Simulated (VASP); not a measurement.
**Ti2Al: single point with PBE**

Ti2Al:

```xyz
3
Lattice="4.5534 0.0000 0.0000 -2.2767 3.9434 0.0000 0.0000 0.0000 2.7215" Properties=species:S:1:pos:R:3 pbc="T T T"
Ti    0.0000    2.6289    1.3607
Ti    2.2767    1.3145    1.3607
Al    0.0000    0.0000    0.0000
```

The cell was built from a structure type or drawn by symmetry, and may not be a known phase.

```
Program             : VASP 6.6.1
Task                : single point
Functional          : PBE
Potentials or basis : VASP PAW PBE potentials, release 64 (Ti_sv, Al)
Cutoff              : 520 eV
k mesh              : 12 × 12 × 16
Occupations         : gaussian, width 0.1 eV
Spin                : no spin polarisation
```

```yaml
Pressure: -0.1 GPa
Band_gap_on_the_k_mesh: zero (an odd number of electrons rules out a gap without spin polarisation)
```

Levels at points of the mesh, in eV from the Fermi level:
```csv
k point,band 11,band 12,band 13,band 14,band 15,band 16,band 17,band 18
"(0.00, 0.00, 0.00)",-2.13,-1.44,-0.13,0.22,0.22,2.27,2.27,3.13
"(0.50, 0.00, 0.00)",-1.90,-1.46,-0.51,-0.17,-0.03,2.05,2.24,2.30
"(0.00, 0.00, 0.50)",-1.43,-1.43,0.19,0.19,0.39,0.39,1.37,1.37
"(0.50, 0.00, 0.50)",-2.36,-1.41,-0.46,0.21,0.35,1.71,3.06,3.24
```

Run time: 8.3 min on 1 thread of Intel Xeon 8259CL, on a shared host, peak memory 0.28 GiB.
